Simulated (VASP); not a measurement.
## Cr: single point with LDA

Cr:

```xyz
1
Lattice="-1.4420 1.4420 1.4275 1.4420 -1.4420 1.4275 1.4420 1.4420 -1.4275" Properties=species:S:1:pos:R:3 pbc="T T T"
Cr    0.0000    0.0000    0.0000
```

This cell differs from its parent crystal: zz strain of -1 %.

| Quantity | Value |
| --- | --- |
| Program | VASP 6.6.1 |
| Task | single point |
| Functional | LDA |
| Potentials or basis | VASP PAW LDA potentials, release 64 (Cr_pv) |
| Cutoff | 520 eV |
| k mesh | 18 × 18 × 18 |
| Occupations | fermi-dirac, width 0.08 eV |
| Spin | collinear spin, ferromagnetic start |
| Starting moments | [3.0] μB |

```
Pressure                                              : -22.5 GPa
Band gap on the k mesh                                : zero (filled and empty bands overlap)
Net moment                                            : 0.00 μB per cell
Valence electrons inside the program's atomic spheres : Cr 11.00
```

Stress tensor (GPa, compression positive):
```
-23.51   0.00   0.00
  0.00 -23.51   0.00
  0.00   0.00 -20.40
```

Levels at points of the mesh, in eV from the Fermi level:
Spin up:
| k point | band 2 | band 3 | band 4 | band 5 | band 6 | band 7 | band 8 | band 9 | band 10 | band 11 |
| --- | --- | --- | --- | --- | --- | --- | --- | --- | --- | --- |
| (0.00, 0.00, 0.00) | -42.38 | -42.37 | -7.70 | -0.94 | -0.86 | -0.86 | 0.99 | 1.08 | 5.32 | 22.05 |
| (0.50, 0.00, 0.00) | -42.65 | -42.38 | -4.31 | -2.41 | 1.07 | 1.16 | 1.38 | 2.75 | 5.31 | 9.65 |
| (0.50, 0.50, 0.00) | -42.64 | -42.38 | -4.30 | -2.32 | 0.99 | 1.07 | 1.33 | 2.74 | 5.31 | 9.55 |
| (0.50, 0.50, 0.50) | -42.98 | -42.96 | -4.21 | -4.18 | 2.36 | 2.36 | 2.38 | 5.32 | 10.24 | 10.24 |
Spin down:
| k point | band 3 | band 4 | band 5 | band 6 | band 7 | band 8 | band 9 | band 10 |
| --- | --- | --- | --- | --- | --- | --- | --- | --- |
| (0.00, 0.00, 0.00) | -42.37 | -7.70 | -0.94 | -0.86 | -0.86 | 0.99 | 1.08 | 5.32 |
| (0.50, 0.00, 0.00) | -42.38 | -4.31 | -2.41 | 1.07 | 1.16 | 1.38 | 2.75 | 5.31 |
| (0.50, 0.50, 0.00) | -42.38 | -4.30 | -2.32 | 0.99 | 1.07 | 1.33 | 2.74 | 5.31 |
| (0.50, 0.50, 0.50) | -42.96 | -4.21 | -4.18 | 2.36 | 2.36 | 2.38 | 5.32 | 10.24 |

It took 72 s on 1 thread of Intel(R) Xeon(R) 6975P-C (Granite Rapids), on a shared host, peak memory 0.23 GiB.

Caveat: the cell differs from its parent crystal (zz strain of -1 %); the cell stands under tension.
